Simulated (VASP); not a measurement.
Be2ZnO3, 6 atoms in the cell. The structure is hexagonal, space group P6/mmm (No. 191). The conventional cell has a = 4.865 Å, b = 4.865 Å, c = 2.401 Å, α = 90.00°, β = 90.00°, γ = 120.00°. Within 2.5 Å of Be (site symmetry -6m2) lie 6 O at 1.85 Å and 2 Be at 2.40 Å. Zn (site symmetry 6/mmm) has 2 Zn at 2.40 Å and 12 O at 2.71 Å and 6 Be at 2.81 Å within 3.2 Å. O (site symmetry mmm) has 4 Be at 1.85 Å and 6 O at 2.40 to 2.43 Å within 2.5 Å. The cell was built from a structure type or drawn by symmetry, and may not be a known phase.

```yaml
Program: VASP 6.6.1
Task: single point
Functional: PBE
Potentials_or_basis: VASP PAW PBE potentials, release 64 (Be, Zn, O)
Cutoff: 520 eV
k_mesh: 12 × 12 × 16
Occupations: gaussian, width 0.1 eV
Spin: no spin polarisation
Dipole_correction: no
Further_INCAR_settings: ALGO = Normal; EDIFF = 1e-07; NBANDS = 26
```

Potentials or basis: VASP PAW PBE potentials, release 64 (Be, Zn, O).

Run with:

```bash
$ cat potpaw_PBE.64/Be/POTCAR potpaw_PBE.64/Zn/POTCAR potpaw_PBE.64/O/POTCAR > POTCAR
$ mpirun -np 1 vasp_std > vasp.out
```

Hardware: 1 thread of Intel Xeon 8259CL, on a shared host.

**Question.** How long does it take, and how much memory?

**Answer.** Wall time 3.4 min on 1 thread of Intel Xeon 8259CL, on a shared host, peak memory 0.31 GiB. Counts: scf iterations 15, k points 171.
